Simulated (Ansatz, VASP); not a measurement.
# One calculation of Na3BPd, two programs

```xyz
5
Lattice="4.8020 0.0000 0.0000 0.0000 6.1898 0.0000 0.0000 0.0000 3.9908" Properties=species:S:1:pos:R:3 pbc="T T T"
Na    2.4010    0.0000    3.0984
Na    0.0000    1.7340    1.1090
Na    0.0000    4.4558    1.1090
B     2.4010    3.0949    1.1728
Pd    2.4010    3.0949    3.1671
```

Alike in both runs: functional PBE; k mesh 8 × 6 × 10; occupations gaussian, width 0.1 eV; no spin polarisation.

Ansatz relaxed the structure, and its values are those at the end. VASP's run is a single point on that final structure, the one shown.

|  | VASP | Ansatz |
| --- | --- | --- |
| version | VASP 6.6.1 | Ansatz 0.2.0 |
| potentials or method | VASP PAW PBE potentials, release 64 (Na_pv, B, Pd), cutoff 520 eV | scalar-relativistic, plane waves, PAW |
| valence electrons in the cell | 34 | 48 |

|  | VASP | Ansatz | Ansatz less VASP |
| --- | --- | --- | --- |
| gap on the k mesh at the Fermi level (eV) | none | none | - |
| pressure (GPa) | 0.1 | 0.0 | -0.04 |

A gap of «none» marks a metal or a gap that the smearing closes. The functional is the same, so the differences come from potentials, cutoffs and numerics. VASP's potentials hold 34 valence electrons a cell and Ansatz's 48, so a difference there can come from the potentials and not from the codes.
